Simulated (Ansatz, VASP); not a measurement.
# Two plane-wave programs on Te2Mo

```
Te Mo
1.0
     6.34645    0.00000    0.00000
     0.00000    3.49422    0.00000
    -0.54903    0.00000   14.85616
Te Mo
8 4
Direct
  0.06309 0.50000 0.40139
  0.93626 0.00000 0.59892
  0.56720 0.00000 0.36206
  0.43254 0.50000 0.63827
  0.09105 0.00000 0.13792
  0.90945 0.50000 0.86175
  0.58109 0.50000 0.09855
  0.41935 0.00000 0.90115
  0.31969 0.00000 0.50683
  0.67978 0.50000 0.49352
  0.18149 0.50000 0.00653
  0.81900 0.00000 0.99309
```

Alike in both runs: task single point; functional PBE; k mesh 4 × 8 × 2; occupations gaussian, width 0.012 eV; no spin polarisation.

```csv
,VASP,Ansatz
version,VASP 6.6.1,Ansatz 0.2.0
potentials or method,"VASP PAW PBE potentials, release 64 (Te, Mo_sv)",Ansatz PAW
plane-wave cutoff (eV),520,420
valence electrons in the cell,104,184
```

VASP gave:

| Quantity | Value |
| --- | --- |
| gap on the k mesh at the Fermi level (eV) | none |
| pressure (GPa) | 0.7 |
| traceless stress, the component that is largest in VASP (GPa) | -0.66 |
| rms of the force components (eV/Å) | 0.081 |

Task: What did Ansatz give for the same quantities?

Result: gap on the k mesh at the Fermi level (eV): none; pressure (GPa): 0.7; traceless stress, the component that is largest in VASP (GPa): -0.63; rms of the force components (eV/Å): 0.078.

Atom by atom the forces differ by 0.005 eV/Å (rms over components). A gap of «none» marks a metal or a gap that the smearing closes. VASP's potentials hold 104 valence electrons a cell and Ansatz's 184, so a difference there can come from the potentials and not from the codes.

Spin-orbit coupling is off throughout.
